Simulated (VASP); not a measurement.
BP (zincblende type):

```
B P
1.0
     0.00000    2.22606    2.22606
     2.22606    0.00000    2.22606
     2.22606    2.22606    0.00000
B P
1 1
Direct
  0.00000 0.00000 0.00000
  0.25000 0.25000 0.25000
```

| Quantity | Value |
| --- | --- |
| Program | VASP 6.6.1 |
| Task | relaxation of cell and atoms |
| Functional | PBEsol |
| Potentials or basis | VASP PAW PBE potentials, release 64 (B, P) |
| Cutoff | 600 eV |
| k mesh | 15 × 15 × 15 |
| Occupations | fermi-dirac, width 0.05 eV |
| Spin | no spin polarisation |

At the start: pressure 8.5 GPa; volume 11.03 Å³/atom.

Problem. Where does the relaxation end?

Solution. Over 3 steps the energy falls by 13.3 meV/atom and the volume is 11.55 Å³/atom (+4.7 %); space group F-43m (No. 216, to 0.05 Å).

The path:
```csv
step,energy change (eV),largest force (eV/Å),pressure (GPa),volume (Å³)
1,0.0000,0.0000,8.51,22.06
2,-0.0098,0.0000,-5.91,23.99
3,-0.0266,0.0000,-0.03,23.11
```

Final structure:
```cif
data_structure
_symmetry_space_group_name_H-M 'P 1'
_symmetry_Int_Tables_number 1
_cell_length_a 3.1970
_cell_length_b 3.1970
_cell_length_c 3.1970
_cell_angle_alpha 60.000
_cell_angle_beta 60.000
_cell_angle_gamma 60.000
_cell_volume 23.11
loop_
_atom_site_label
_atom_site_type_symbol
_atom_site_fract_x
_atom_site_fract_y
_atom_site_fract_z
_atom_site_occupancy
B1 B 0.00000 0.00000 0.00000 1
P1 P 0.25000 0.25000 0.25000 1
```

Caveat: the PAW data sets were made with another functional, which shifts forces and pressure a little.
